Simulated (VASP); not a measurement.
Input of a VASP 6.6.1 run:

INCAR

```
SYSTEM = Cr
ALGO = Normal
EDIFF = 1E-6
ENCUT = 520
GGA = PS
ISIF = 2
ISMEAR = 0
LASPH = .TRUE.
LCHARG = .TRUE.
LELF = .TRUE.
LREAL = .FALSE.
LVHAR = .TRUE.
LWAVE = .FALSE.
NBANDS = 12
NELM = 80
PREC = Accurate
SIGMA = 0.1
```

KPOINTS

```
k-points
0
G
  20 20 20
  0 0 0
```

Contents of POSCAR:

```
Cr
1.0
   -1.4087533807      1.4087533807      1.4087533807
    1.4087533807     -1.4087533807      1.4087533807
    1.4087533807      1.4087533807     -1.4087533807
Cr
1
Direct
    0.0000000000      0.0000000000      0.0000000000
```

Potentials or basis: VASP PAW PBE potentials, release 64 (Cr_pv).

The run is started by

```sh
$ cat potpaw_PBE.64/Cr_pv/POTCAR > POTCAR
$ mpirun -np 1 vasp_std > vasp.out
```

(1) What does it give for the pressure?

(2) Predict the band gap on the k mesh.

## Answers

(1) -1.6 GPa.

(2) zero (bands 6 and 7 overlap by 3.53 eV).

Caveat: an empty level that is flat over the whole mesh can mark a ghost state of the potentials, or a narrow d or f band; the PAW data sets were made with another functional, which shifts forces and pressure a little; the run has no spin polarisation, though such a crystal can be magnetic.
